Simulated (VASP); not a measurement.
# TaN (I4/mmm) in VASP: notebook, part 2 of 2

VASP 6.6.1.

### 3 Single point, PBE (strain +0.0375 x Voigt [0, 1, 0, 0, 0, 0])

Contents of INCAR:

```
ALGO = Normal
EDIFF = 1E-7
ENCUT = 520
GGA = PE
ISIF = 2
ISMEAR = 0
LASPH = True
LCHARG = True
LELF = True
LREAL = False
LVHAR = True
LWAVE = False
NBANDS = 15
NELM = 80
PREC = Accurate
SIGMA = 0.15
```

Contents of KPOINTS:

```
k-points
0
Gamma
  24 24 24
```

Contents of POSCAR:

```
TaN
1.0
    0.0000000000      2.2914585828      2.2086347786
    2.2086347786      0.0000000000      2.2086347786
    2.2086347786      2.2914585828      0.0000000000
Ta N
1 1
Direct
    0.5000000000      0.5000000000      0.5000000000
    0.0000000000      0.0000000000      0.0000000000
```

Potentials or basis: VASP PAW PBE potentials, release 64 (Ta_pv, N).

The run is started by

```console
$ cat potpaw_PBE.64/Ta_pv/POTCAR potpaw_PBE.64/N/POTCAR > POTCAR
$ mpirun -np 1 vasp_std > vasp.out
```

OUTCAR:

```text
EDIFF = 1E-7
   ENCUT = 520
   GGA = PE
   ISIF = 2
   ISMEAR = 0
   LASPH = True
   LREAL = False
   NELM = 80
   PREC = Accurate

 ion  position               nearest neighbor table
   1  0.500  0.500  0.500-   2 2.21   2 2.21   2 2.21   2 2.21   2 2.29   2 2.29
   2  0.000  0.000  0.000-   1 2.21   1 2.21   1 2.21   1 2.21   1 2.29   1 2.29

  LATTYP: Found a body centered tetragonal cell.
 ALAT       =     3.1234812582
 C/A-ratio  =     1.4672465710

  Lattice vectors:

 A1 = (   0.0000000000,  -2.2914585828,   2.2086347786)
 A2 = (   0.0000000000,  -2.2914585828,  -2.2086347786)
 A3 = (   2.2086347786,   2.2914585828,   0.0000000000)

Analysis of symmetry for initial positions (statically):
=====================================================================
 Subroutine PRICEL returns:
 Original cell was already a primitive cell.

 Routine SETGRP: Setting up the symmetry group for a
 body centered tetragonal supercell.

 Subroutine GETGRP returns: Found 16 space group operations
 (whereof 16 operations were pure point group operations)
 out of a pool of 16 trial point group operations.

The static configuration has the point symmetry D_4h.

Analysis of symmetry for dynamics (positions and initial velocities):
=====================================================================
 Subroutine PRICEL returns:
 Original cell was already a primitive cell.

 Routine SETGRP: Setting up the symmetry group for a
 body centered tetragonal supercell.

 Subroutine GETGRP returns: Found 16 space group operations
 (whereof 16 operations were pure point group operations)
 out of a pool of 16 trial point group operations.

The dynamic configuration has the point symmetry D_4h.

 Subroutine INISYM returns: Found 16 space group operations
 (whereof 16 operations are pure point group operations),
 and found     1 'primitive' translations

----------------------------------------------------------------------------------------

                                     Primitive cell
[... 115 lines left out ...]
   LORBIT       =      0    0 simple, 1 ext, 2 COOP (PROOUT), +10 PAW based schemes
   GGA     = PE    functional components
   LHFCALC =     F    Hartree Fock is set to
   AEXX    =    0.0000 exact exchange contribution
   IVDW    =     0    specifies the selected vdW correction
   LEPSILON=     F    determine dielectric tensor
   LRPA    =     F    only Hartree local field effects (RPA)
 non-spin polarized calculation
 Gauss-broadening in eV      SIGMA  =   0.15
  energy-cutoff  :      520.00
  volume of cell :       22.36
 maximum number of plane-waves:       620
   NGX = 11   NGY = 11   NGZ = 11

 number of electron      16.0000000 magnetization

 Free energy of the ion-electron system (eV)
  ---------------------------------------------------
  ext. energy  EPLUGINS =         0.00000000
  ---------------------------------------------------
  free energy    TOTEN  =       -21.77998042 eV

  energy without entropy =      -21.76948648  energy(sigma->0) =      -21.77473345

 E-fermi :   8.9724     XC(G=0): -13.1596

 val. band max:        8.9717593619   @ k =   0.2083  -0.1667   0.0417
 cond. band min:       8.9730673917   @ k =   0.2500  -0.3333   0.1250
 fundamental gap:      0.0013080297
 Fermi energy:         8.9724493674

 k-point     1 :       0.0000    0.0000    0.0000
  band No.  band energies     occupation
      1     -26.8997      2.00000
      2     -26.8727      2.00000
      3     -26.8727      2.00000
      4      -9.4736      2.00000
      5       5.2237      2.00000
      6       5.3401      2.00000
      7       5.3401      2.00000
      8       6.7374      2.00000
      9       7.1642      2.00000
     10       7.1642      2.00000
     11       8.5366      1.99996
     12       9.2767      0.00412
     13      10.3770      0.00000
     14      18.3834      0.00000
[... 401 lines left out ...]
      2     -26.9836      2.00000
      3     -26.9273      2.00000
      4      -6.8556      2.00000
      5      -0.7856      2.00000
      6       1.7987      2.00000
      7       1.8631      2.00000
      8      10.0110      0.00000
      9      10.6607      0.00000
     10      10.8711      0.00000
     11      13.0475      0.00000
     12      15.1671      0.00000
     13      16.2625      0.00000
     14      19.8695      0.00000
     15      20.9988      0.00000

 [... further k-points ...]
[... 5 lines left out ...]
  --------------------------------------------------------------------------------------
  -------------------------------------------------------------------------------------
  Total       -0.6693915     -2.6432287     -0.6693915      0.0000000     -0.0000000      0.0000000
  in kB      -47.9734508   -189.4329396    -47.9734508      0.0000000     -0.0000000      0.0000000
  external PRESSURE =     -95.1266137 kB  Pullay stress =       0.0000000 kB

 VOLUME and BASIS-vectors are now :
 -----------------------------------------------------------------------------
  energy-cutoff  :      520.00
  volume of cell :       22.36
      direct lattice vectors                 reciprocal lattice vectors
     0.000000000  2.291458583  2.208634779    -0.226384192  0.218201631  0.226384192
     2.208634779  0.000000000  2.208634779     0.226384192 -0.218201631  0.226384192
     2.208634779  2.291458583  0.000000000     0.226384192  0.218201631 -0.226384192

 POSITION                                       TOTAL-FORCE (eV/Angst)
 -----------------------------------------------------------------------------------
      2.20863      2.29146      2.20863         0.000000      0.000000      0.000000
      0.00000      0.00000      0.00000         0.000000     -0.000000      0.000000
 -----------------------------------------------------------------------------------
    total drift:                                0.000000     -0.000000     -0.000000

  FREE ENERGIE OF THE ION-ELECTRON SYSTEM (eV)
  ---------------------------------------------------
  free  energy   TOTEN  =       -21.7799804168 eV

  energy  without entropy=      -21.7694864798  energy(sigma->0) =      -21.77473345
```

OSZICAR:

```text
N       E                     dE             d eps       ncg     rms          rms(c)
DAV:   1     0.893218470452E+02    0.89322E+02   -0.87772E+03 31938   0.112E+03
DAV:   2    -0.219968359751E+02   -0.11132E+03   -0.10490E+03 39555   0.300E+02
DAV:   3    -0.248153642561E+02   -0.28185E+01   -0.28003E+01 35474   0.444E+01
DAV:   4    -0.248269811269E+02   -0.11617E-01   -0.11613E-01 41660   0.306E+00
DAV:   5    -0.248270603052E+02   -0.79178E-04   -0.79178E-04 35918   0.227E-01    0.219E+01
DAV:   6    -0.219027126873E+02    0.29243E+01   -0.58252E+00 38551   0.262E+01    0.890E+00
DAV:   7    -0.218165928420E+02    0.86120E-01   -0.55406E-01 34900   0.626E+00    0.634E+00
DAV:   8    -0.217869020249E+02    0.29691E-01   -0.16670E-01 37805   0.352E+00    0.158E+00
DAV:   9    -0.217800436740E+02    0.68584E-02   -0.19243E-02 36678   0.115E+00    0.323E-01
DAV:  10    -0.217800070509E+02    0.36623E-04   -0.11271E-03 39310   0.344E-01    0.623E-02
DAV:  11    -0.217799802551E+02    0.26796E-04   -0.45968E-05 36398   0.780E-02    0.155E-02
DAV:  12    -0.217799807029E+02   -0.44776E-06   -0.40087E-06 39247   0.195E-02    0.556E-03
DAV:  13    -0.217799804632E+02    0.23966E-06   -0.13164E-07 30665   0.359E-03    0.625E-04
DAV:  14    -0.217799804168E+02    0.46480E-07   -0.89267E-09 22238   0.105E-03
   1 F= -.21779980E+02 E0= -.21774733E+02  d E =-.104939E-01
```

Wall time 3.7 min (1 thread of Intel Xeon Platinum 8488C (Sapphire Rapids), shared host); peak memory 0.45 GiB.

What came out:

```
Free energy            : -21.7800 eV
Pressure               : -9.5 GPa
Band gap on the k mesh : zero (band 8 reaches 10.65 eV, above the bottom of band 9 at 7.08 eV)
```

Levels at points of the mesh, in eV from the Fermi level:
```tsv
k point	band 5	band 6	band 7	band 8	band 9	band 10	band 11	band 12
(0.00, 0.00, 0.00)	-3.75	-3.63	-3.63	-2.24	-1.81	-1.81	-0.44	0.30
(0.50, 0.00, 0.00)	-9.96	-7.23	-7.22	1.66	1.80	1.97	3.66	6.52
(0.50, 0.50, 0.00)	-6.40	-5.13	-4.60	-4.52	1.89	3.04	3.52	4.17
(0.50, 0.00, 0.50)	-6.73	-5.08	-4.39	-4.39	1.96	3.26	3.26	3.97
```

Caveat: the cell differs from its parent crystal (strain +0.0375 x Voigt [0, 1, 0, 0, 0, 0]); spin-orbit coupling is left out, which moves the levels of the heavy elements.

### 4 Single point, PBE (strain +0.0750 x Voigt [0, 1, 0, 0, 0, 0])

Contents of INCAR:

```
ALGO     = Normal         # electronic algorithm
EDIFF    = 1E-6           # SCF threshold, eV
ENCUT    = 520            # plane-wave cutoff, eV
GGA      = PE             # functional
ISIF     = 2              # what is computed and relaxed
ISMEAR   = 0              # smearing method
LASPH    = True           # aspherical terms in the spheres
LCHARG   = False          # write CHGCAR
LREAL    = False          # projectors in reciprocal space
LWAVE    = False          # write WAVECAR
NBANDS   = 15             # bands
NELM     = 60             # most SCF steps
PREC     = Accurate       # precision mode
SIGMA    = 0.15           # smearing width, eV
```

KPOINTS is that of step 3.

Contents of POSCAR:

```
TaN
1.0
    0.0000000000      2.3742823870      2.2086347786
    2.2086347786      0.0000000000      2.2086347786
    2.2086347786      2.3742823870      0.0000000000
Ta N
1 1
Direct
    0.5000000000      0.5000000000      0.5000000000
    0.0000000000      0.0000000000      0.0000000000
```

The run is started by

```console
$ cat potpaw_PBE.64/Ta_pv/POTCAR potpaw_PBE.64/N/POTCAR > POTCAR
$ mpirun -np 1 vasp_std > vasp.out
```

It took 2.3 min on 1 thread of Intel Xeon Platinum 8488C (Sapphire Rapids), shared host; peak memory 0.46 GiB.

Results (log left out):

| Property | Result |
| --- | --- |
| Free energy | -21.6614 eV |
| Pressure | -16.1 GPa |
| Band gap on the k mesh | zero (band 8 reaches 10.11 eV, above the bottom of band 9 at 6.91 eV) |

Stress tensor (GPa, compression positive):
```
-10.63   0.00   0.00
  0.00 -27.14   0.00
  0.00   0.00 -10.63
```

Levels at points of the mesh, in eV from the Fermi level:
| k point | band 5 | band 6 | band 7 | band 8 | band 9 | band 10 | band 11 | band 12 |
| --- | --- | --- | --- | --- | --- | --- | --- | --- |
| (0.00, 0.00, 0.00) | -3.65 | -3.47 | -3.47 | -2.35 | -1.52 | -1.52 | -1.03 | 0.54 |
| (0.50, 0.00, 0.00) | -9.64 | -6.98 | -6.97 | 1.55 | 1.78 | 2.07 | 3.55 | 5.69 |
| (0.50, 0.50, 0.00) | -6.16 | -4.85 | -4.50 | -4.41 | 1.63 | 2.66 | 3.59 | 4.14 |
| (0.50, 0.00, 0.50) | -6.75 | -4.79 | -4.17 | -4.17 | 1.90 | 3.09 | 3.09 | 3.63 |

Caveat: the cell differs from its parent crystal (strain +0.0750 x Voigt [0, 1, 0, 0, 0, 0]); spin-orbit coupling is left out, which moves the levels of the heavy elements.

### 5 Overview

```tsv
cell	gap on the mesh (eV)	pressure (GPa)
a = 3.065, b = 3.123 Å, angles 59.4, 61.3, 59.4°, 2 atoms	none	15.9
a = 3.183, b = 3.123 Å, angles 60.6, 58.8, 60.6°, 2 atoms	none	-9.5
a = 3.243, b = 3.123 Å, angles 61.2, 57.6, 61.2°, 2 atoms	none	-16.1
```

Alike in all rows: task single point; level PBE; potentials or basis VASP PAW PBE potentials, release 64 (Ta_pv, N); no spin polarisation; k mesh 24 × 24 × 24; cutoff (eV) 520; smearing gaussian 0.15 eV.

Caveats: spin-orbit coupling is left out, which moves the levels of the heavy elements.

Absolute energies hang on the potentials; compare differences alone.
